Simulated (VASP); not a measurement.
# Al3GaN4: relaxation of cell and atoms with r2SCAN

The system is Al3GaN4.

```
Al Ga N
1.0
     4.36718    0.00000    0.00000
     0.00000    4.36718    0.00000
     0.00000    0.00000    4.36718
Al Ga N
3 1 4
Direct
  0.50000 0.50000 0.00000
  0.50000 0.00000 0.50000
  0.00000 0.50000 0.50000
  0.00000 0.00000 0.00000
  0.74444 0.74444 0.25556
  0.74444 0.25556 0.74444
  0.25556 0.74444 0.74444
  0.25556 0.25556 0.25556
```

```yaml
Program: VASP 6.6.1
Task: relaxation of cell and atoms
Functional: r2SCAN
Potentials_or_basis: VASP PAW PBE potentials, release 64 (Al, Ga_d, N)
Cutoff: 600 eV
k_mesh: 6 × 6 × 6
Occupations: gaussian, width 0.02 eV
Spin: no spin polarisation
Target_pressure: 5 GPa
Dipole_correction: no
Further_INCAR_settings: ALGO = Normal; EDIFF = 1e-06; IBRION = 2; EDIFFG = -0.008; NSW = 70; ISIF = 3
```

```
Relaxed volume                                         : 10.42 Å³/atom
Relaxed cell                                           : a = 4.369 Å, b = 4.369 Å, c = 4.369 Å, α = 90.00°, β = 90.00°, γ = 90.00°
Space group after relaxing (to 0.05 Å)                 : P-43m (No. 215)
Energy change on relaxing (the enthalpy is what falls) : -0.4 meV/atom
Ionic steps                                            : 3
Pressure after relaxing                                : 4.9 GPa
Largest force after relaxing                           : 0.005 eV/Å
Band gap on the k mesh                                 : 4.03 eV, direct
```

Forces on the atoms (eV/Å):
```
Al   0.000  0.000  0.000
Al   0.000  0.000  0.000
Al   0.000  0.000  0.000
Ga   0.000  0.000  0.000
N   -0.003 -0.003  0.003
N   -0.003  0.003 -0.003
N    0.003 -0.003 -0.003
N    0.003  0.003  0.003
```

Step by step:
```csv
step,energy change (eV),largest force (eV/Å),pressure (GPa),volume (Å³)
1,0.0000,0.0789,5.15,83.29
2,-0.0039,0.0257,4.83,83.41
3,-0.0029,0.0052,4.92,83.37
```

Final structure:
```cif
data_structure
_symmetry_space_group_name_H-M 'P 1'
_symmetry_Int_Tables_number 1
_cell_length_a 4.3686
_cell_length_b 4.3686
_cell_length_c 4.3686
_cell_angle_alpha 90.000
_cell_angle_beta 90.000
_cell_angle_gamma 90.000
_cell_volume 83.37
loop_
_atom_site_label
_atom_site_type_symbol
_atom_site_fract_x
_atom_site_fract_y
_atom_site_fract_z
_atom_site_occupancy
Al1 Al 0.50000 0.50000 0.00000 1
Al2 Al 0.50000 0.00000 0.50000 1
Al3 Al 0.00000 0.50000 0.50000 1
Ga1 Ga 0.00000 0.00000 0.00000 1
N1 N 0.74409 0.74409 0.25591 1
N2 N 0.74409 0.25591 0.74409 1
N3 N 0.25591 0.74409 0.74409 1
N4 N 0.25591 0.25591 0.25591 1
```

Levels at points of the mesh, in eV from the valence-band top:
```tsv
k point	band 19	band 20	band 21	band 22	band 23	band 24
(0.00, 0.00, 0.00)	0.00	0.00	0.00	4.03	4.03	4.03
(0.50, 0.00, 0.00)	-1.28	-0.95	-0.95	6.38	6.44	6.84
(0.50, 0.50, 0.00)	-0.58	-0.53	-0.53	8.21	8.40	8.40
(0.50, 0.50, 0.50)	-0.35	-0.35	-0.35	6.38	8.00	8.00
```

It took 2.6 min on 1 thread of Intel(R) Xeon(R) 6975P-C (Granite Rapids) (shared host), peak memory 0.25 GiB.

Caveat: the cell is relaxed towards a set pressure, so the enthalpy falls and the energy may rise; the PAW data sets were made with another functional, which shifts forces and pressure a little. r2SCAN opens gaps a little over a GGA but as a rule still falls short of measured ones.
